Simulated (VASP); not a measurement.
# Co (P6_3/mmc) in VASP: further runs, part 2 of 2

VASP 6.6.1. The steps go on from the part before.

## 4. Vibrations by perturbation theory, LDA, collinear spin, ferromagnetic start

Input file INCAR:

```
PREC = Accurate
ENCUT = 520
EDIFF = 1E-8
ISMEAR = -1
SIGMA = 0.05
LREAL = False
LASPH = True
NELM = 150
ALGO = Normal
ISIF = 2
LWAVE = False
LCHARG = False
ISPIN = 2
MAGMOM = 2 2 2 2
LORBIT = 11
LMAXMIX = 4
IBRION = 8
NSW = 1
```

Input file KPOINTS:

```
regular mesh
0
Gamma
  10 10 3
```

Input file POSCAR:

```
Co
1.0
    2.4705617809      0.0000000000      0.0000000000
   -1.2352808905      2.1395692639      0.0000000000
    0.0000000000      0.0000000000      8.0882338000
Co
4
Direct
    0.6666666667      0.3333333333      0.7500000000
    0.0000000000      0.0000000000      0.5000000000
    0.3333333333      0.6666666667      0.2500000000
    0.0000000000      0.0000000000      0.0000000000
```

Potentials or basis: VASP PAW LDA potentials, release 64 (Co).

The run is started by

```bash
$ cat potpaw_LDA.64/Co/POTCAR > POTCAR
$ mpirun -np 1 vasp_std > vasp.out
```

OUTCAR:

```text
PREC = Accurate
   ENCUT = 520
   EDIFF = 1E-8
   ISMEAR = -1
   LREAL = False
   LASPH = True
   NELM = 150
   ISIF = 2
   ISPIN = 2
   LORBIT = 11
   IBRION = 8
   NSW = 1

 ion  position               nearest neighbor table
   1  0.667  0.333  0.750-   2 2.47   4 2.47   2 2.47   4 2.47   2 2.47   4 2.47
   2  0.000  0.000  0.500-   1 2.47   3 2.47   1 2.47   3 2.47   1 2.47   3 2.47
   3  0.333  0.667  0.250-   2 2.47   4 2.47   2 2.47   4 2.47   2 2.47   4 2.47
   4  0.000  0.000  0.000-   1 2.47   3 2.47   1 2.47   3 2.47   1 2.47   3 2.47

  LATTYP: Found a hexagonal cell.
 ALAT       =     2.4705617809
 C/A-ratio  =     3.2738439745

  Lattice vectors:

 A1 = (   2.4705617809,   0.0000000000,   0.0000000000)
 A2 = (  -1.2352808905,   2.1395692639,   0.0000000000)
 A3 = (   0.0000000000,   0.0000000000,   8.0882338000)

Analysis of symmetry for initial positions (statically):
=====================================================================
 Subroutine PRICEL returns:
 Original cell was already a primitive cell.

 Routine SETGRP: Setting up the symmetry group for a
 hexagonal supercell.

 Subroutine GETGRP returns: Found 24 space group operations
 (whereof 12 operations were pure point group operations)
 out of a pool of 24 trial point group operations.

The static configuration has the point symmetry D_3d.
 The point group associated with its full space group is D_6h.

Analysis of symmetry for dynamics (positions and initial velocities):
=====================================================================
 Subroutine PRICEL returns:
 Original cell was already a primitive cell.

 Routine SETGRP: Setting up the symmetry group for a
 hexagonal supercell.

 Subroutine GETGRP returns: Found 24 space group operations
 (whereof 12 operations were pure point group operations)
 out of a pool of 24 trial point group operations.

The dynamic configuration has the point symmetry D_3d.
 The point group associated with its full space group is D_6h.

Analysis of structural, dynamic, and magnetic symmetry:
=====================================================================
 Subroutine PRICEL returns:
 Original cell was already a primitive cell.

 Routine SETGRP: Setting up the symmetry group for a
 hexagonal supercell.

[... 1586 lines left out ...]
      1.23528      0.71319      6.06618        -0.000000      0.000000      0.000000
      0.00000      0.00000      4.04412        -0.000000      0.000000     -0.000000
     -0.00000      1.42638      2.02206         0.000000      0.000000     -0.000000
      0.00000      0.00000      0.00000        -0.000000      0.000000     -0.000000
 -----------------------------------------------------------------------------------
    total drift:                                0.000000     -0.000000      0.000000

  FREE ENERGIE OF THE ION-ELECTRON SYSTEM (eV)
  ---------------------------------------------------
  free  energy   TOTEN  =       -32.3147171236 eV

  energy  without entropy=      -32.2814563703  energy(sigma->0) =      -32.29808675

[... ionic steps 2 to 3 ...]

--------------------------------------- Ionic step        4  -------------------------------------------

------------------------ aborting loop because EDIFF is reached ----------------------------------------
[... 11 lines left out ...]
[... ionic steps 8 to 8 ...]

--------------------------------------- Ionic step        9  -------------------------------------------

 Free energy of the ion-electron system (eV)
  ---------------------------------------------------
  ---------------------------------------------------
  free energy    TOTEN  =        -0.19014615 eV

  energy without entropy =       -0.19014616

------------------------ aborting loop because EDIFF is reached ----------------------------------------

 INTERNAL STRAIN TENSOR  FOR ION    2  DIRECTION 3   (eV/Angst):
 -----------------------------------------------------------------------------
     0.00852 -0.00000 -0.00000
     0.00000  0.00852  0.00000
     0.00000  0.00000 -0.00509

 INTERNAL STRAIN TENSOR FOR ION    4 for displacements in x,y,z  (eV/Angst):
          X           Y           Z          XY          YZ          ZX
  --------------------------------------------------------------------------------
  x     0.00000     0.00000     0.00000     0.00000     0.00000     0.00000
  y     0.00000     0.00000     0.00000     0.00000     0.00000     0.00000
  z     0.00000     0.00000     0.00000     0.00000     0.00000     0.00000

 SECOND DERIVATIVES (NOT SYMMETRIZED)
 ------------------------------------
               1X          1Y          1Z          2X          2Y          2Z          3X          3Y          3Z          4X          4Y          4Z
  1X    -2.227275    0.000000    0.000000    0.918384   -0.000000    0.000000    0.390507   -0.000000    0.000000    0.918384   -0.000000   -0.000000
  1Y     0.000000   -2.227275    0.000000   -0.000000    0.918384   -0.000000   -0.000000    0.390507    0.000000   -0.000000    0.918384    0.000000
  1Z     0.000000    0.000000   -7.731847   -0.000000   -0.000000    2.538293   -0.000000    0.000000    2.655260    0.000000    0.000000    2.538293
  2X     0.923499   -0.000000    0.000000   -2.173571    0.000000    0.000000    0.923499   -0.000000    0.000000    0.326573   -0.000000    0.000000
  2Y    -0.000000    0.923499    0.000000    0.000000   -2.173571    0.000000   -0.000000    0.923499    0.000000   -0.000000    0.326573    0.000000
  2Z    -0.000000   -0.000000    2.531249    0.000000   -0.000000   -7.280321   -0.000000   -0.000000    2.531249    0.000000   -0.000000    2.217823
  3X     0.390507   -0.000000    0.000000    0.918384   -0.000000    0.000000   -2.227275    0.000000    0.000000    0.918384   -0.000000   -0.000000
  3Y    -0.000000    0.390507    0.000000   -0.000000    0.918384   -0.000000    0.000000   -2.227275    0.000000   -0.000000    0.918384    0.000000
  3Z    -0.000000    0.000000    2.655260   -0.000000   -0.000000    2.538293    0.000000    0.000000   -7.731847    0.000000    0.000000    2.538293
  4X     0.923499   -0.000000    0.000000    0.326573   -0.000000    0.000000    0.923499   -0.000000    0.000000   -2.173571    0.000000    0.000000
  4Y    -0.000000    0.923499    0.000000   -0.000000    0.326573    0.000000   -0.000000    0.923499    0.000000    0.000000   -2.173571    0.000000
  4Z     0.000000    0.000000    2.531249   -0.000000    0.000000    2.217823    0.000000    0.000000    2.531249   -0.000000    0.000000   -7.280321

 Eigenvectors and eigenvalues of the dynamical matrix
 ----------------------------------------------------

   1 f  =    6.563247 THz    41.238096 2PiTHz  218.926350 cm-1    27.143396 meV
             X         Y         Z           dx          dy          dz
      1.235281  0.713190  6.066175     0.000000    0.000000   -0.707107
      0.000000  0.000000  4.044117    -0.000000    0.000000   -0.000000
     -0.000000  1.426380  2.022058     0.000000    0.000000    0.707107
      0.000000  0.000000  0.000000     0.000000   -0.000000    0.000000
[... 71 lines left out ...]
  12 f/i=    0.005427 THz     0.034102 2PiTHz    0.181040 cm-1     0.022446 meV
             X         Y         Z           dx          dy          dz
      1.235281  0.713190  6.066175     0.033634   -0.499563    0.000000
      0.000000  0.000000  4.044117     0.033541   -0.498177    0.000000
     -0.000000  1.426380  2.022058     0.033634   -0.499563    0.000000
      0.000000  0.000000  0.000000     0.033541   -0.498177    0.000000

--------------------------------------------------------------------------------------------------------

 ELASTIC MODULI CONTR FROM IONIC RELAXATION (kBar)
 Direction    XX          YY          ZZ          XY          YZ          ZX
 --------------------------------------------------------------------------------
 XX        -228.1706    228.1706      0.0000      0.0000     -0.0000      0.0000
 YY         228.1706   -228.1706     -0.0000      0.0000      0.0000     -0.0000
 ZZ           0.0000     -0.0000     -0.0000     -0.0000     -0.0000      0.0000
 XY           0.0000      0.0000     -0.0000   -228.1706      0.0000     -0.0000
 YZ          -0.0000      0.0000     -0.0000      0.0000     -0.0000      0.0000
 ZX           0.0000     -0.0000      0.0000     -0.0000      0.0000     -0.0000
 --------------------------------------------------------------------------------

 total charge

# of ion       s       p       d       tot
------------------------------------------
    1        0.497   0.533   7.279   8.309
    2        0.497   0.529   7.286   8.312
    3        0.497   0.533   7.279   8.309
    4        0.497   0.529   7.286   8.312
--------------------------------------------------
tot          1.989   2.124  29.129  33.242

 magnetization (x)

# of ion       s       p       d       tot
------------------------------------------
    1       -0.011  -0.036   1.666   1.619
    2       -0.011  -0.033   1.651   1.608
    3       -0.011  -0.036   1.666   1.619
    4       -0.011  -0.033   1.651   1.608
--------------------------------------------------
tot         -0.043  -0.138   6.635   6.454
```

OSZICAR:

```text
N       E                     dE             d eps       ncg     rms          rms(c)
DAV:   1     0.241611512622E+03    0.24161E+03   -0.16135E+04  2928   0.191E+03
DAV:   2    -0.224550464489E+02   -0.26407E+03   -0.25046E+03  2912   0.347E+02
[... 97 lines left out ...]
RMM:  13    -0.190147269704E+00   -0.12388E-05   -0.38739E-08  6293   0.108E-03    0.578E-04
RMM:  14    -0.190146848427E+00    0.42128E-06   -0.12611E-09  6029   0.385E-04    0.176E-04
RMM:  15    -0.190146241662E+00    0.60677E-06   -0.92382E-09  5738   0.124E-04    0.567E-05
RMM:  16    -0.190146097423E+00    0.14424E-06    0.27419E-09  5926   0.520E-05    0.165E-05
RMM:  17    -0.190146144886E+00   -0.47463E-07    0.26161E-10  6382   0.229E-05    0.701E-06
RMM:  18    -0.190146147227E+00   -0.23414E-08   -0.22932E-09  5887   0.128E-05    0.422E-06
 Linear response finished
```

stdout:

```text
POSCAR found type information on POSCAR Co
 POSCAR found :  1 types and       4 ions
 scaLAPACK will be used
 LDA part: xc-table for (Slater(with rela. corr.)+CA(PZ))
 , standard interpolation
 POSCAR, INCAR and KPOINTS ok, starting setup
 FFT: planning ... GRIDC
 FFT: planning ... GRID_SOFT
 FFT: planning ... GRID
 WAVECAR not read
 entering main loop
 Linear response reoptimize wavefunctions to high precision
 Linear response DOF=           4
 Linear response progress:
 first order change of Fermi-energy   0.25423E-04
 force on displaced ion       1 direction 1 :  -2.227  -0.001   0.000
 Linear response progress:
 first order change of Fermi-energy   0.20916E-04
 force on displaced ion       1 direction 3 :  -0.000   0.000  -7.732
 Linear response progress:
 first order change of Fermi-energy  -0.10079E-03
 force on displaced ion       2 direction 1 :  -2.174   0.000   0.000
 Linear response progress:
 first order change of Fermi-energy  -0.11956E-03
 force on displaced ion       2 direction 3 :  -0.000   0.000  -7.280
 Linear response finished
```

Wall time 15 min (1 thread of Intel Xeon 8259CL, shared host); peak memory 0.47 GiB.

Results:

```
Net moment                                            : 6.46 μB per cell
Site moments                                          : Co +1.62, +1.61 (each value once) μB
Valence electrons inside the program's atomic spheres : Co 8.31
Highest phonon frequency at Γ                         : 219 cm⁻¹
```

Phonon frequencies in cm⁻¹ (negative: imaginary):
```csv
q point,frequencies
"(0.000, 0.000, 0.000)",0 0 0 107 107 110 110 130 130 209 216 219
```

Caveat: the cell stands under pressure or tension, which shifts response properties.

## 5. The runs side by side

```csv
level,potentials or basis,k mesh,moment (μB)
PBE,"VASP PAW PBE potentials, release 64 (Co)",9 × 9 × 3,6.22
PBE,"VASP PAW PBE potentials, release 64 (Co)",10 × 10 × 3,6.66
LDA,"VASP PAW LDA potentials, release 64 (Co)",10 × 10 × 3,6.46
```

Alike in all rows: task vibrations by perturbation theory; spin collinear, ferromagnetic start; cell as given; cutoff (eV) 520; smearing fermi-dirac 0.05 eV.

Caveats: the cell stands under pressure or tension, which shifts response properties.

Absolute energies hang on the potentials; compare differences alone.
